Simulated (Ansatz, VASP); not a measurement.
TaIn in VASP and in Ansatz

INCAR

```
PREC = Accurate ; ENCUT = 600
EDIFF = 1E-6 ; ISMEAR = 0
SIGMA = 0.1 ; LREAL = F
LASPH = T ; NELM = 100
ALGO = Fast ; ISIF = 3
LWAVE = F ; LCHARG = F
GGA = PE ; IBRION = 2
NSW = 100 ; EDIFFG = -0.01
```

File KPOINTS:

```
Automatic mesh
0
Gamma
  18 18 18
```

File POSCAR:

```
TaIn
1.0
    0.0000000000      2.8108263244      2.8108263244
    2.8108263244      0.0000000000      2.8108263244
    2.8108263244      2.8108263244      0.0000000000
Ta In
1 1
Direct
    0.5000000000      0.5000000000      0.5000000000
    0.0000000000      0.0000000000      0.0000000000
```

Input for Ansatz:

```yaml
crystal:
  lattice:
    - [0.0, 2.8108263244, 2.8108263244]
    - [2.8108263244, 0.0, 2.8108263244]
    - [2.8108263244, 2.8108263244, 0.0]
  atoms:
    - { symbol: Ta, position: [0.5, 0.5, 0.5] }
    - { symbol: In, position: [0.0, 0.0, 0.0] }
basis:
  ecutwfc: 420
kpoints:
  mp_grid: { grid: [18, 18, 18] }
hamiltonian:
  xc: pbe
scf:
  occupations: { method: gaussian, width: 0.1 }
output:
  forces: true
  stress: true
  eigenvalues: true
relax:
  adjacent_minimum: "off"
  f_tol: 0.01
  max_steps: 80
  cell: { stress_tol: 0.05 }
```

Alike in both runs: task relaxation of cell and atoms; functional PBE; k mesh 18 × 18 × 18; occupations gaussian, width 0.1 eV; no spin polarisation.

|  | VASP | Ansatz |
| --- | --- | --- |
| version | VASP 6.6.1 | Ansatz 0.2.0 |
| potentials or method | VASP PAW PBE potentials, release 64 (Ta_pv, In_d), cutoff 600 eV | scalar-relativistic, plane waves, PAW |
| valence electrons in the cell | 24 | 26 |

```csv
,VASP,Ansatz,Ansatz less VASP
"gap on the k mesh at the Fermi level, each at its own relaxed structure (eV)",none,none,-
relaxed volume (Å³/atom),22.21,22.21,0.000
relaxed cell length with the largest relative difference (Å),3.975,3.975,0.0000
```

A gap of «none» marks a metal or a gap that the smearing closes. VASP's potentials hold 24 valence electrons a cell and Ansatz's 26, so a difference there can come from the potentials and not from the codes.

Spin-orbit coupling is off throughout. Noted on VASP's run: the relaxation stopped at its first step, so nothing moved.
